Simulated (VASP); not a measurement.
# Ni (Fm-3m) in VASP: further runs

Ni is run at these levels: PBE; tasks: single point.

All numbers are computed with VASP 6.6.1; they aren't measurements. Logs are shortened: lines on timing, memory, paths and dates and some standing lists are left out, and cuts for length are marked.

**1. The cell of the first run**

The structure is cubic, space group Fm-3m (No. 225). Conventional cell: a = 3.532 Å, b = 3.532 Å, c = 3.532 Å, α = 90.00°, β = 90.00°, γ = 90.00°. Within 3.3 Å of Ni (site symmetry m-3m) lie 12 Ni at 2.50 Å.

**2. Single point, PBE, collinear spin, ferromagnetic start**

The input, INCAR:

```
SYSTEM = Ni
ALGO     = Normal         ! electronic algorithm
EDIFF    = 1E-6           ! SCF threshold, eV
ENCUT    = 520            ! plane-wave cutoff, eV
GGA      = PE             ! functional
ISIF     = 2              ! what is computed and relaxed
ISMEAR   = -1             ! smearing method
ISPIN    = 2              ! spin polarisation
LASPH    = .True.         ! aspherical terms in the spheres
LCHARG   = .False.        ! write CHGCAR
LMAXMIX  = 4              ! l up to which the mixer works
LORBIT   = 11             ! projections on sites
LREAL    = .False.        ! projectors in reciprocal space
LWAVE    = .False.        ! write WAVECAR
MAGMOM   = 0.48           ! initial moments
NBANDS   = 15             ! bands
NELM     = 150            ! most SCF steps
NUPDOWN  = 0.48           ! fixed moment
PREC     = Accurate       ! precision mode
SIGMA    = 0.05           ! smearing width, eV
```

The input, KPOINTS:

```
k-points
0
Gamma
  13 13 13
  0 0 0
```

The input, POSCAR:

```
Ni
1.0
    0.0000000000      1.7659500000      1.7659500000
    1.7659500000      0.0000000000      1.7659500000
    1.7659500000      1.7659500000      0.0000000000
Ni
1
Direct
    0.0000000000      0.0000000000      0.0000000000
```

Potentials or basis: VASP PAW PBE potentials, release 64 (Ni).

Started as:

```console
$ cat potpaw_PBE.64/Ni/POTCAR > POTCAR
$ mpirun -np 1 vasp_std > vasp.out
```

OUTCAR:

```text
SYSTEM = Ni
   EDIFF = 1E-6
   ENCUT = 520
   GGA = PE
   ISIF = 2
   ISMEAR = -1
   ISPIN = 2
   LASPH = .True.
   LORBIT = 11
   LREAL = .False.
   NELM = 150
   NUPDOWN = 0.48
   PREC = Accurate

 ion  position               nearest neighbor table
   1  0.000  0.000  0.000-

  LATTYP: Found a face centered cubic cell.
 ALAT       =     3.5319000000

  Lattice vectors:

 A1 = (   0.0000000000,   1.7659500000,   1.7659500000)
 A2 = (   1.7659500000,   0.0000000000,   1.7659500000)
 A3 = (   1.7659500000,   1.7659500000,   0.0000000000)

Analysis of symmetry for initial positions (statically):
=====================================================================
 Subroutine PRICEL returns:
 Original cell was already a primitive cell.

 Routine SETGRP: Setting up the symmetry group for a
 face centered cubic supercell.

 Subroutine GETGRP returns: Found 48 space group operations
 (whereof 48 operations were pure point group operations)
 out of a pool of 48 trial point group operations.

The static configuration has the point symmetry O_h .

Analysis of symmetry for dynamics (positions and initial velocities):
=====================================================================
 Subroutine PRICEL returns:
 Original cell was already a primitive cell.

 Routine SETGRP: Setting up the symmetry group for a
 face centered cubic supercell.

 Subroutine GETGRP returns: Found 48 space group operations
 (whereof 48 operations were pure point group operations)
 out of a pool of 48 trial point group operations.

The dynamic configuration has the point symmetry O_h .

Analysis of structural, dynamic, and magnetic symmetry:
=====================================================================
 Subroutine PRICEL returns:
 Original cell was already a primitive cell.

 Routine SETGRP: Setting up the symmetry group for a
 face centered cubic supercell.

 Subroutine GETGRP returns: Found 48 space group operations
 (whereof 48 operations were pure point group operations)
 out of a pool of 48 trial point group operations.

The overall configuration has the point symmetry O_h .

 Subroutine INISYM returns: Found 48 space group operations
 (whereof 48 operations are pure point group operations),
 and found     1 'primitive' translations

----------------------------------------------------------------------------------------

                                     Primitive cell

  volume of cell :      11.0145

  direct lattice vectors                    reciprocal lattice vectors
     0.000000000  1.765950000  1.765950000    -0.283133724  0.283133724  0.283133724
     1.765950000  0.000000000  1.765950000     0.283133724 -0.283133724  0.283133724
     1.765950000  1.765950000  0.000000000     0.283133724  0.283133724 -0.283133724

  length of vectors
     2.497430440  2.497430440  2.497430440     0.490401995  0.490401995  0.490401995

  position of ions in fractional coordinates (direct lattice)
     0.000000000  0.000000000  0.000000000

  ion indices of the primitive-cell ions
   primitive index   ion index
                 1           1

----------------------------------------------------------------------------------------

 KPOINTS: k-points

Automatic generation of k-mesh.
 Grid dimensions read from file:
 generate k-points for:   13   13   13

 Generating k-lattice:

  Cartesian coordinates                     Fractional coordinates (reciprocal lattice)
    -0.021779517  0.021779517  0.021779517     0.076923077  0.000000000  0.000000000
     0.021779517 -0.021779517  0.021779517     0.000000000  0.076923077  0.000000000
     0.021779517  0.021779517 -0.021779517     0.000000000  0.000000000  0.076923077

  Length of vectors
     0.037723230  0.037723230  0.037723230

  Shift w.r.t. Gamma in fractional coordinates (k-lattice)
     0.000000000  0.000000000  0.000000000

 Subroutine IBZKPT returns following result:
 ===========================================

 Found     84 irreducible k-points:

 Following reciprocal coordinates:
            Coordinates               Weight
  0.000000  0.000000  0.000000      1.000000
  0.076923  0.000000  0.000000      8.000000
  0.153846  0.000000  0.000000      8.000000
  0.230769  0.000000  0.000000      8.000000
  0.307692  0.000000  0.000000      8.000000
  0.384615  0.000000  0.000000      8.000000
[... 16 lines left out ...]
  0.384615  0.153846  0.000000     24.000000
  0.461538  0.153846  0.000000     24.000000
 [... further k-points ...]
   k-points           NKPTS =     84   k-points in BZ     NKDIM =     84   number of bands    NBANDS=     15
   number of dos      NEDOS =    301   number of ions     NIONS =      1
   total plane-waves  NPLWV =   8000
   dimension x,y,z NGX =    20 NGY =   20 NGZ =   20
   dimension x,y,z NGXF=    40 NGYF=   40 NGZF=   40
   ions per type =               1
   NGX,Y,Z   is equivalent  to a cutoff of  13.31, 13.31, 13.31 a.u.
   NGXF,Y,Z  is equivalent  to a cutoff of  26.63, 26.63, 26.63 a.u.
 SYSTEM =  Ni
   PREC   = accura    normal or accurate (medium, high low for compatibility)
   ISTART =      0    job   : 0-new  1-cont  2-samecut
   ICHARG =      2    charge: 1-file 2-atom 10-const
   ISPIN  =      2    spin polarized calculation?
   LNONCOLLINEAR =      F non collinear calculations
   LSORBIT =      F    spin-orbit coupling
   LASPH  =      T    aspherical Exc in radial PAW
   ENCUT  =  520.0 eV  38.22 Ry    6.18 a.u.   4.64  4.64  4.64*2*pi/ulx,y,z
   NELM   =    150;   NELMIN=  2; NELMDL= -5     # of ELM steps
   EDIFF  = 0.1E-05   stopping-criterion for ELM
   LREAL  =      F    real-space projection
   EDIFFG = 0.1E-04   stopping-criterion for IOM
   NSW    =      0    number of steps for IOM
   IBRION =     -1    ionic relax: 0-MD 1-quasi-New 2-CG
   NFREE  =      0    steps in history (QN), initial steepest desc. (CG)
   ISIF   =      2    stress and relaxation
   ISYM   =      2    0-nonsym 1-usesym 2-fastsym
   POTIM  = 0.5000    time-step for ionic-motion
   TEBEG  =    0.0;   TEEND  =   0.0 temperature during run
   PSTRESS=    0.0 pullay stress
   NELECT =      10.0000    total number of electrons
   NUPDOWN=       0.4800    fix difference up-down
   EMIN   =  10.00;   EMAX   =-10.00  energy-range for DOS
   EFERMI =   0.00;   METHOD = LEGACY
   ISMEAR =    -1;   SIGMA  =   0.05  broadening in eV -4-tet -1-fermi 0-gaus
   EFERMI_NEDOS =   21; number of points for ismear=-14 and -15
   IALGO  =     38    algorithm
   IMIX   =      4    mixing-type and parameters
     AMIX     =   0.40;   BMIX     =  1.00
     AMIX_MAG =   1.60;   BMIX_MAG =  1.00
  volume/ion in A,a.u.               =      11.01        74.33
  Fermi-wavevector in a.u.,A,eV,Ry     =   1.585209  2.995610 34.189895  2.512886
  Thomas-Fermi vector in A             =   2.684708
   LORBIT       =     11    0 simple, 1 ext, 2 COOP (PROOUT), +10 PAW based schemes
   GGA     = PE    functional components
   LHFCALC =     F    Hartree Fock is set to
   AEXX    =    0.0000 exact exchange contribution
   IVDW    =     0    specifies the selected vdW correction
   LEPSILON=     F    determine dielectric tensor
   LRPA    =     F    only Hartree local field effects (RPA)
 spin polarized calculation
  energy-cutoff  :      520.00
  volume of cell :       11.01
 maximum number of plane-waves:       307
   NGX =  9   NGY =  9   NGZ =  9

 number of electron      10.0000010 magnetization       0.4800001

 Free energy of the ion-electron system (eV)
  ---------------------------------------------------
  ext. energy  EPLUGINS =         0.00000000
  ---------------------------------------------------
  free energy    TOTEN  =        -5.46226325 eV

  energy without entropy =       -5.44274351  energy(sigma->0) =       -5.45250338

 E-fermi :   9.1955     XC(G=0): -13.1804

 val. band max:        9.1908921090   @ k =   0.3846   0.3077   0.0000
 cond. band min:       8.9250555804   @ k =  -0.2308   0.1538   0.0000
 fundamental gap:     -0.2658365286
 Fermi energy:         8.9172930897

 spin component 1

 k-point     1 :       0.0000    0.0000    0.0000
  band No.  band energies     occupation
      1       0.2837      1.00000
      2       6.9029      1.00000
      3       6.9029      1.00000
      4       6.9029      1.00000
      5       8.0550      1.00000
      6       8.0550      1.00000
      7      32.8145      0.00000
      8      36.5949      0.00000
      9      36.5949      0.00000
     10      36.5949      0.00000
     11      39.5101      0.00000
     12      39.5101      0.00000
     13      39.5101      0.00000
     14      42.4694      0.00000
     15      48.6679      0.00000

 k-point     2 :       0.0769    0.0000    0.0000
  band No.  band energies     occupation
      1       0.5127      1.00000
      2       6.8448      1.00000
      3       6.9528      1.00000
      4       6.9528      1.00000
      5       8.0344      1.00000
      6       8.0344      1.00000
      7      31.9071      0.00000
      8      34.4433      0.00000
      9      36.0842      0.00000
     10      36.0842      0.00000
     11      40.2777      0.00000
     12      40.2777      0.00000
     13      40.6841      0.00000
     14      44.4218      0.00000
     15      46.7771      0.00000
[... 365 lines left out ...]
      3       6.8849      1.00000
      4       7.3857      1.00000
      5       8.6272      0.99699
      6       8.9099      0.53689
      7      20.1806      0.00000
      8      29.1567      0.00000
      9      29.3144      0.00000
     10      32.0367      0.00000
     11      41.3168      0.00000
     12      42.1704      0.00000
     13      43.0926      0.00000
     14      47.5684      0.00000
     15      54.4188      0.00000

 k-point    24 :       0.4615    0.1538    0.0000
  band No.  band energies     occupation
      1       4.8315      1.00000
      2       6.5007      1.00000
      3       6.9126      1.00000
      4       7.3015      1.00000
      5       8.7315      0.97626
      6      10.0837      0.00000
      7      17.0418      0.00000
      8      27.8843      0.00000
      9      29.5111      0.00000
     10      31.6478      0.00000
     11      41.5750      0.00000
     12      41.7966      0.00000
     13      44.7048      0.00000
     14      47.9797      0.00000
     15      55.4409      0.00000

 [... further k-points ...]

 spin component 2

 k-point     1 :       0.0000    0.0000    0.0000
  band No.  band energies     occupation
      1       0.2383      1.00000
      2       7.4987      1.00000
      3       7.4987      1.00000
      4       7.4987      1.00000
      5       8.4960      1.00000
      6       8.4960      1.00000
      7      32.6638      0.00000
      8      36.5620      0.00000
      9      36.5620      0.00000
     10      36.5620      0.00000
     11      39.5744      0.00000
     12      39.5744      0.00000
     13      39.5744      0.00000
     14      42.3548      0.00000
     15      48.8103      0.00000

 k-point     2 :       0.0769    0.0000    0.0000
  band No.  band energies     occupation
      1       0.4675      1.00000
      2       7.4340      1.00000
      3       7.5499      1.00000
      4       7.5499      1.00000
      5       8.4746      1.00000
      6       8.4746      1.00000
      7      31.8341      0.00000
      8      34.3867      0.00000
      9      36.0815      0.00000
     10      36.0815      0.00000
     11      40.3045      0.00000
     12      40.3045      0.00000
     13      40.6508      0.00000
     14      44.3661      0.00000
     15      46.8917      0.00000
[... 365 lines left out ...]
      3       7.3522      1.00000
      4       7.9032      1.00000
      5       9.1837      0.55844
      6       9.3934      0.01872
      7      20.3105      0.00000
      8      29.1355      0.00000
      9      29.3588      0.00000
     10      32.0862      0.00000
     11      41.3548      0.00000
     12      42.1167      0.00000
     13      43.0823      0.00000
     14      47.6370      0.00000
     15      54.4457      0.00000

 k-point    24 :       0.4615    0.1538    0.0000
  band No.  band energies     occupation
      1       5.1063      1.00000
      2       6.8196      1.00000
      3       7.3854      1.00000
      4       7.7933      1.00000
      5       9.3169      0.08105
      6      10.4393      0.00000
      7      17.2361      0.00000
      8      27.8889      0.00000
      9      29.5521      0.00000
     10      31.6680      0.00000
     11      41.5343      0.00000
     12      41.7987      0.00000
     13      44.7257      0.00000
     14      48.0910      0.00000
     15      56.5261      0.00000

 [... further k-points ...]
[... 5 lines left out ...]
  --------------------------------------------------------------------------------------
  -------------------------------------------------------------------------------------
  Total       -0.1798577     -0.1798577     -0.1798577     -0.0000000     -0.0000000     -0.0000000
  in kB      -26.1622074    -26.1622074    -26.1622074     -0.0000000     -0.0000000     -0.0000000
  external PRESSURE =     -26.1622074 kB  Pullay stress =       0.0000000 kB

 VOLUME and BASIS-vectors are now :
 -----------------------------------------------------------------------------
  energy-cutoff  :      520.00
  volume of cell :       11.01
      direct lattice vectors                 reciprocal lattice vectors
     0.000000000  1.765950000  1.765950000    -0.283133724  0.283133724  0.283133724
     1.765950000  0.000000000  1.765950000     0.283133724 -0.283133724  0.283133724
     1.765950000  1.765950000  0.000000000     0.283133724  0.283133724 -0.283133724

 POSITION                                       TOTAL-FORCE (eV/Angst)
 -----------------------------------------------------------------------------------
      0.00000      0.00000      0.00000         0.000000      0.000000      0.000000
 -----------------------------------------------------------------------------------
    total drift:                                0.000000     -0.000000      0.000000

  FREE ENERGIE OF THE ION-ELECTRON SYSTEM (eV)
  ---------------------------------------------------
  free  energy   TOTEN  =        -5.4622632542 eV

  energy  without entropy=       -5.4427435086  energy(sigma->0) =       -5.45250338

 total charge

# of ion       s       p       d       tot
------------------------------------------
    1        0.489   0.483   8.318   9.290

 magnetization (x)

# of ion       s       p       d       tot
------------------------------------------
    1       -0.008  -0.024   0.524   0.493
```

It took 35 s on 1 thread of Intel Xeon 8259CL, shared host; peak memory 0.14 GiB.

What came out:

* Free energy: -5.4623 eV
* Pressure: -2.6 GPa
* Net moment: 0.48 μB per cell
* Site moments: Ni +0.49 μB
* Valence electrons inside the program's atomic spheres: Ni 9.29

Caveat: the total moment is fixed, so each spin has its own Fermi level.

**3. Single point, PBE, collinear spin, ferromagnetic start**

The input, INCAR:

```
ALGO = Normal
EDIFF = 1E-7
ENCUT = 520
GGA = PE
ISIF = 2
ISMEAR = -1
ISPIN = 2
LASPH = True
LCHARG = True
LELF = True
LMAXMIX = 4
LORBIT = 11
LREAL = False
LVHAR = True
LWAVE = False
MAGMOM = 0.95
NBANDS = 15
NELM = 150
NUPDOWN = 0.95
PREC = Accurate
SIGMA = 0.05
```

The input, KPOINTS:

```
k-points
0
Gamma
  13 13 13
```

POSCAR is that of step 2.

Potentials or basis: VASP PAW PBE potentials, release 64 (Ni).

Started as:

```console
$ cat potpaw_PBE.64/Ni/POTCAR > POTCAR
$ mpirun -np 1 vasp_std > vasp.out
```

It took 45 s on 1 thread of Intel Xeon 8259CL, shared host; peak memory 0.14 GiB.

It converged, with:

```
Free energy                                           : -5.4110 eV
Pressure                                              : 0.4 GPa
Net moment                                            : 0.95 μB per cell
Site moments                                          : Ni +0.95 μB
Valence electrons inside the program's atomic spheres : Ni 9.28
```

Caveat: the total moment is fixed, so each spin has its own Fermi level.

**4. Single point, PBE, collinear spin, ferromagnetic start**

The input, INCAR:

```
SYSTEM = Ni
PREC = Accurate
ENCUT = 520
EDIFF = 1E-7
ISMEAR = -1
SIGMA = 0.05
LREAL = .False.
LASPH = .True.
NELM = 150
ALGO = Normal
ISIF = 2
LWAVE = .False.
LCHARG = .False.
ISPIN = 2
MAGMOM = 1.43
LORBIT = 11
NUPDOWN = 1.43
LMAXMIX = 4
GGA = PE
NBANDS = 15
```

The input, KPOINTS:

```
Automatic mesh
0
Gamma
  13 13 13
  0 0 0
```

POSCAR is that of step 3.

Started as:

```console
$ cat potpaw_PBE.64/Ni/POTCAR > POTCAR
$ mpirun -np 1 vasp_std > vasp.out
```

Wall time 55 s (1 thread of Intel Xeon 8259CL, shared host); peak memory 0.14 GiB.

It converged, with:

```yaml
Free_energy: -4.9689 eV
Pressure: 7.8 GPa
Net_moment: 1.43 μB per cell
Site_moments: Ni +1.38 μB
Valence_electrons_inside_the_program's_atomic_spheres: Ni 9.25
```

Caveat: the total moment is fixed, so each spin has its own Fermi level.

**5. Single point, PBE, collinear spin, ferromagnetic start**

The input, INCAR:

```
SYSTEM = Ni
ALGO = Normal
EDIFF = 1E-6
ENCUT = 520
GGA = PE
ISIF = 2
ISMEAR = -1
ISPIN = 2
LASPH = .TRUE.
LCHARG = .FALSE.
LMAXMIX = 4
LORBIT = 11
LREAL = .FALSE.
LWAVE = .FALSE.
MAGMOM = 1.91
NBANDS = 15
NELM = 150
NUPDOWN = 1.91
PREC = Accurate
SIGMA = 0.05
```

The input, KPOINTS:

```
k-points
0
G
  13 13 13
  0 0 0
```

POSCAR is that of step 4.

Potentials or basis: VASP PAW PBE potentials, release 64 (Ni).

Started as:

```console
$ cat potpaw_PBE.64/Ni/POTCAR > POTCAR
$ mpirun -np 1 vasp_std > vasp.out
```

OUTCAR:

```text
SYSTEM = Ni
   EDIFF = 1E-6
   ENCUT = 520
   GGA = PE
   ISIF = 2
   ISMEAR = -1
   ISPIN = 2
   LASPH = .TRUE.
   LORBIT = 11
   LREAL = .FALSE.
   NELM = 150
   NUPDOWN = 1.91
   PREC = Accurate

 ion  position               nearest neighbor table
   1  0.000  0.000  0.000-

  LATTYP: Found a face centered cubic cell.
 ALAT       =     3.5319000000

  Lattice vectors:
[... 1064 lines left out ...]
     14      48.3046      0.00000
     15      55.6178      0.00000

 [... further k-points ...]
[... 5 lines left out ...]
  --------------------------------------------------------------------------------------
  -------------------------------------------------------------------------------------
  Total        1.3911638      1.3911638      1.3911638      0.0000000      0.0000000      0.0000000
  in kB      202.3595194    202.3595194    202.3595194      0.0000000      0.0000000      0.0000000
  external PRESSURE =     202.3595194 kB  Pullay stress =       0.0000000 kB

 VOLUME and BASIS-vectors are now :
 -----------------------------------------------------------------------------
  energy-cutoff  :      520.00
  volume of cell :       11.01
      direct lattice vectors                 reciprocal lattice vectors
     0.000000000  1.765950000  1.765950000    -0.283133724  0.283133724  0.283133724
     1.765950000  0.000000000  1.765950000     0.283133724 -0.283133724  0.283133724
     1.765950000  1.765950000  0.000000000     0.283133724  0.283133724 -0.283133724

 POSITION                                       TOTAL-FORCE (eV/Angst)
 -----------------------------------------------------------------------------------
      0.00000      0.00000      0.00000         0.000000      0.000000      0.000000
 -----------------------------------------------------------------------------------
    total drift:                                0.000000      0.000000      0.000000

  FREE ENERGIE OF THE ION-ELECTRON SYSTEM (eV)
  ---------------------------------------------------
  free  energy   TOTEN  =        -4.0015905458 eV

  energy  without entropy=       -3.9891270100  energy(sigma->0) =       -3.99535878

 total charge

# of ion       s       p       d       tot
------------------------------------------
    1        0.529   0.640   8.057   9.226

 magnetization (x)

# of ion       s       p       d       tot
------------------------------------------
    1        0.061   0.211   1.522   1.794
```

Wall time 54 s (1 thread of Intel Xeon 8259CL, shared host); peak memory 0.15 GiB.

Results:

```yaml
Free_energy: -4.0016 eV
Pressure: 20.2 GPa
Net_moment: 1.91 μB per cell
Site_moments: Ni +1.79 μB
Valence_electrons_inside_the_program's_atomic_spheres: Ni 9.23
```

Caveat: the total moment is fixed, so each spin has its own Fermi level.

(Part 1 of 2 ends here.)
